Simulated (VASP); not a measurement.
# AlN (F-43m) in VASP: notebook, part 2 of 2

VASP 6.6.1.

## 4. Single point, r2SCAN

This run uses another cell than the first one, of 10.38 Å³/atom, 1.040 times its volume.

POSCAR reads:

```
AlN
1.0
    0.0000000000      2.1814623783      2.1814623783
    2.1814623783      0.0000000000      2.1814623783
    2.1814623783      2.1814623783      0.0000000000
Al N
1 1
Direct
    0.0000000000      0.0000000000      0.0000000000
    0.2500000000      0.2500000000      0.2500000000
```

INCAR.step1 reads:

```
  PREC = Accurate
  ENCUT = 520
  ISMEAR = 0
  SIGMA = 0.01
  LREAL = F
  LASPH = T
  NELM = 100
  NBANDS = 11
  GGA = PE
  ALGO = Normal
  EDIFF = 1E-4
  LWAVE = T
  LCHARG = F
```

INCAR.step2 reads:

```
  PREC = Accurate
  ENCUT = 520
  EDIFF = 1E-6
  ISMEAR = 0
  SIGMA = 0.01
  LREAL = F
  LASPH = T
  NELM = 100
  ALGO = Normal
  ISIF = 2
  LWAVE = F
  LCHARG = F
  METAGGA = R2SCAN
  LMIXTAU = T
  NBANDS = 11
  ISTART = 1
```

KPOINTS reads:

```
Automatic mesh
0
Gamma
  8 8 8
```

Potentials or basis: VASP PAW PBE potentials, release 64 (Al, N).

Started as:

```
$ cat potpaw_PBE.64/Al/POTCAR potpaw_PBE.64/N/POTCAR > POTCAR
$ cp INCAR.step1 INCAR
$ mpirun -np 1 vasp_std > vasp.out
$ cp INCAR.step2 INCAR
$ mpirun -np 1 vasp_std > vasp.out
```

OUTCAR:

```text
PREC = Accurate
   ENCUT = 520
   EDIFF = 1E-6
   ISMEAR = 0
   LREAL = F
   LASPH = T
   NELM = 100
   ISIF = 2
   METAGGA = R2SCAN
   ISTART = 1

 ion  position               nearest neighbor table
   1  0.000  0.000  0.000-   2 1.89   2 1.89   2 1.89   2 1.89
   2  0.250  0.250  0.250-   1 1.89   1 1.89   1 1.89   1 1.89

  LATTYP: Found a face centered cubic cell.
 ALAT       =     4.3629247566

  Lattice vectors:

 A1 = (   0.0000000000,   2.1814623783,   2.1814623783)
 A2 = (   2.1814623783,   0.0000000000,   2.1814623783)
 A3 = (   2.1814623783,   2.1814623783,   0.0000000000)

Analysis of symmetry for initial positions (statically):
=====================================================================
 Subroutine PRICEL returns:
 Original cell was already a primitive cell.

 Routine SETGRP: Setting up the symmetry group for a
 face centered cubic supercell.

 Subroutine GETGRP returns: Found 24 space group operations
 (whereof 24 operations were pure point group operations)
 out of a pool of 48 trial point group operations.

The static configuration has the point symmetry T_d .

Analysis of symmetry for dynamics (positions and initial velocities):
=====================================================================
 Subroutine PRICEL returns:
 Original cell was already a primitive cell.

 Routine SETGRP: Setting up the symmetry group for a
 face centered cubic supercell.

 Subroutine GETGRP returns: Found 24 space group operations
 (whereof 24 operations were pure point group operations)
 out of a pool of 48 trial point group operations.

The dynamic configuration has the point symmetry T_d .

 Subroutine INISYM returns: Found 24 space group operations
 (whereof 24 operations are pure point group operations),
 and found     1 'primitive' translations

----------------------------------------------------------------------------------------

                                     Primitive cell

[... 112 lines left out ...]
  Fermi-wavevector in a.u.,A,eV,Ry     =   1.191280  2.251192 19.308674  1.419147
  Thomas-Fermi vector in A             =   2.327345
   LORBIT       =      0    0 simple, 1 ext, 2 COOP (PROOUT), +10 PAW based schemes
   METAGGA = R2SCAN    functional components
   LHFCALC =     F    Hartree Fock is set to
   AEXX    =    0.0000 exact exchange contribution
   IVDW    =     0    specifies the selected vdW correction
   LEPSILON=     F    determine dielectric tensor
   LRPA    =     F    only Hartree local field effects (RPA)
 non-spin polarized calculation
 Gauss-broadening in eV      SIGMA  =   0.01
  energy-cutoff  :      520.00
  volume of cell :       20.76
 maximum number of plane-waves:       568
   NGX = 11   NGY = 11   NGZ = 11

 number of electron       8.0000000 magnetization

 Free energy of the ion-electron system (eV)
  ---------------------------------------------------
  ext. energy  EPLUGINS =         0.00000000
  ---------------------------------------------------
  free energy    TOTEN  =       -19.17945582 eV

  energy without entropy =      -19.17945582  energy(sigma->0) =      -19.17945582

 E-fermi :   5.7836     XC(G=0): -11.4342

 val. band max:        5.7256087784   @ k =   0.0000   0.0000   0.0000
 cond. band min:       9.6630691458   @ k =   0.5000   0.5000   0.0000
 fundamental gap:      3.9374603674
 Fermi energy:         5.7835641462

 k-point     1 :       0.0000    0.0000    0.0000
  band No.  band energies     occupation
      1     -10.0363      2.00000
      2       5.7256      2.00000
      3       5.7256      2.00000
      4       5.7256      2.00000
      5      10.6506      0.00000
      6      19.2827      0.00000
      7      19.2827      0.00000
      8      19.2827      0.00000
      9      24.2888      0.00000
     10      24.2888      0.00000
     11      26.0092      0.00000
[... 309 lines left out ...]
 k-point    24 :      -0.3750    0.2500    0.1250
  band No.  band energies     occupation
      1      -7.6951      2.00000
      2       0.5437      2.00000
      3       3.4830      2.00000
      4       4.6004      2.00000
      5      13.5803      0.00000
      6      15.8809      0.00000
      7      18.9492      0.00000
      8      19.3918      0.00000
      9      24.1198      0.00000
     10      25.7213      0.00000
     11      29.1728      0.00000

 [... further k-points ...]
[... 5 lines left out ...]
  --------------------------------------------------------------------------------------
  -------------------------------------------------------------------------------------
  Total        0.0793586      0.0793586      0.0793586      0.0000000     -0.0000000      0.0000000
  in kB        6.1239465      6.1239465      6.1239465      0.0000000     -0.0000000      0.0000000
  external PRESSURE =       6.1239465 kB  Pullay stress =       0.0000000 kB

 VOLUME and BASIS-vectors are now :
 -----------------------------------------------------------------------------
  energy-cutoff  :      520.00
  volume of cell :       20.76
      direct lattice vectors                 reciprocal lattice vectors
     0.000000000  2.181462378  2.181462378    -0.229204044  0.229204044  0.229204044
     2.181462378  0.000000000  2.181462378     0.229204044 -0.229204044  0.229204044
     2.181462378  2.181462378  0.000000000     0.229204044  0.229204044 -0.229204044

 POSITION                                       TOTAL-FORCE (eV/Angst)
 -----------------------------------------------------------------------------------
      0.00000      0.00000      0.00000         0.000000      0.000000     -0.000000
      1.09073      1.09073      1.09073        -0.000000     -0.000000      0.000000
 -----------------------------------------------------------------------------------
    total drift:                               -0.000001     -0.000001     -0.000001

  FREE ENERGIE OF THE ION-ELECTRON SYSTEM (eV)
  ---------------------------------------------------
  free  energy   TOTEN  =       -19.1794558237 eV

  energy  without entropy=      -19.1794558237  energy(sigma->0) =      -19.17945582
```

OSZICAR.step1:

```text
N       E                     dE             d eps       ncg     rms          rms(c)
DAV:   1     0.111237859590E+02    0.11124E+02   -0.39245E+03   662   0.607E+02
DAV:   2    -0.163213183586E+02   -0.27445E+02   -0.25976E+02   770   0.137E+02
DAV:   3    -0.172203158100E+02   -0.89900E+00   -0.89641E+00   788   0.234E+01
DAV:   4    -0.172252949051E+02   -0.49791E-02   -0.49787E-02   728   0.190E+00
DAV:   5    -0.172253511260E+02   -0.56221E-04   -0.56220E-04   769   0.201E-01    0.864E+00
DAV:   6    -0.148486557786E+02    0.23767E+01   -0.11859E+01   747   0.173E+01    0.283E+00
DAV:   7    -0.148445062980E+02    0.41495E-02   -0.17004E-01   713   0.322E+00    0.206E+00
DAV:   8    -0.148393305532E+02    0.51757E-02   -0.27217E-02   695   0.157E+00    0.573E-01
DAV:   9    -0.148379972726E+02    0.13333E-02   -0.37590E-03   773   0.365E-01    0.232E-01
DAV:  10    -0.148380442938E+02   -0.47021E-04   -0.39267E-04   671   0.128E-01
   1 F= -.14838044E+02 E0= -.14838044E+02  d E =-.152524E-35
```

Wall time 36 s (1 thread of AMD EPYC 7R43 (Zen 3), shared host); peak memory 0.1 GiB.

What came out:

| Quantity | Value |
| --- | --- |
| Free energy | -19.1795 eV |
| Pressure | 0.6 GPa |
| Band gap on the k mesh | 3.94 eV, indirect (least direct gap 4.92 eV) |

Levels at points of the mesh, in eV from the valence-band top:
```tsv
k point	band 1	band 2	band 3	band 4	band 5	band 6	band 7	band 8	band 9
(0.00, 0.00, 0.00)	-15.76	0.00	0.00	0.00	4.93	13.56	13.56	13.56	18.56
(0.50, 0.00, 0.00)	-13.74	-5.91	-0.49	-0.49	8.24	10.85	11.97	11.97	19.38
(0.50, 0.50, 0.00)	-13.11	-4.96	-1.81	-1.81	3.94	9.50	15.25	17.00	17.00
```

Caveat: the PAW data sets were made with another functional, which shifts forces and pressure a little. A k mesh can miss the band edges.

## 5. Single point, r2SCAN

This run uses another cell than the first one, of 10.33 Å³/atom, 1.035 times its volume.

POSCAR reads:

```
AlN
1.0
    0.0000000000      2.1780711879      2.1780711879
    2.1780711879      0.0000000000      2.1780711879
    2.1780711879      2.1780711879      0.0000000000
Al N
1 1
Direct
    0.0000000000      0.0000000000      0.0000000000
    0.2500000000      0.2500000000      0.2500000000
```

INCAR.step1 reads:

```
SYSTEM = AlN
ALGO     = Normal         ! electronic algorithm
EDIFF    = 1E-4           ! SCF threshold, eV
ENCUT    = 520            ! plane-wave cutoff, eV
GGA      = PE             ! functional
ISMEAR   = 0              ! smearing method
LASPH    = .TRUE.         ! aspherical terms in the spheres
LCHARG   = .FALSE.        ! write CHGCAR
LREAL    = .FALSE.        ! projectors in reciprocal space
LWAVE    = .TRUE.         ! write WAVECAR
NBANDS   = 11             ! bands
NELM     = 60             ! most SCF steps
PREC     = Accurate       ! precision mode
SIGMA    = 0.01           ! smearing width, eV
```

INCAR.step2 reads:

```
SYSTEM = AlN
ALGO     = Normal         ! electronic algorithm
EDIFF    = 1E-6           ! SCF threshold, eV
ENCUT    = 520            ! plane-wave cutoff, eV
ISIF     = 2              ! what is computed and relaxed
ISMEAR   = 0              ! smearing method
ISTART   = 1            
LASPH    = .TRUE.         ! aspherical terms in the spheres
LCHARG   = .TRUE.         ! write CHGCAR
LELF     = .TRUE.         ! ELF
LMIXTAU  = .TRUE.       
LREAL    = .FALSE.        ! projectors in reciprocal space
LVHAR    = .TRUE.       
LWAVE    = .FALSE.        ! write WAVECAR
METAGGA  = R2SCAN         ! meta-GGA
NBANDS   = 11             ! bands
NELM     = 60             ! most SCF steps
PREC     = Accurate       ! precision mode
SIGMA    = 0.01           ! smearing width, eV
```

KPOINTS reads:

```
k-points
0
G
  8 8 8
  0 0 0
```

Started as:

```
$ cat potpaw_PBE.64/Al/POTCAR potpaw_PBE.64/N/POTCAR > POTCAR
$ cp INCAR.step1 INCAR
$ mpirun -np 1 vasp_std > vasp.out
$ cp INCAR.step2 INCAR
$ mpirun -np 1 vasp_std > vasp.out
```

It took 35 s on 1 thread of AMD EPYC 7R43 (Zen 3), shared host; peak memory 0.1 GiB.

It converged, with:

| Item | Value |
| --- | --- |
| Free energy | -19.1787 eV |
| Pressure | 1.6 GPa |
| Band gap on the k mesh | 3.94 eV, indirect (least direct gap 4.97 eV) |

Levels at points of the mesh, in eV from the valence-band top:
```csv
k point,band 2,band 3,band 4,band 5,band 6,band 7
"(0.00, 0.00, 0.00)",0.00,0.00,0.00,4.97,13.61,13.61
"(0.50, 0.00, 0.00)",-5.93,-0.49,-0.49,8.29,10.89,12.00
"(0.50, 0.50, 0.00)",-4.98,-1.81,-1.81,3.94,9.53,15.32
```

Caveat: the PAW data sets were made with another functional, which shifts forces and pressure a little. r2SCAN opens gaps a little over a GGA but as a rule still falls short of measured ones.

## 6. Summary

```tsv
cell	gap on the mesh (eV)	pressure (GPa)
a = 3.045 Å, angles 60.0°, 2 atoms	3.97	9.6
a = 3.026 Å, angles 60.0°, 2 atoms	3.98	14.7
a = 3.085 Å, angles 60.0°, 2 atoms	3.94	0.6
a = 3.080 Å, angles 60.0°, 2 atoms	3.94	1.6
```

Alike in all rows: task single point; level r2SCAN; potentials or basis VASP PAW PBE potentials, release 64 (Al, N); no spin polarisation; k mesh 8 × 8 × 8; cutoff (eV) 520; smearing gaussian 0.01 eV.

Caveats: the PAW data sets were made with another functional, which shifts forces and pressure a little.

Absolute energies hang on the potentials; compare differences alone.
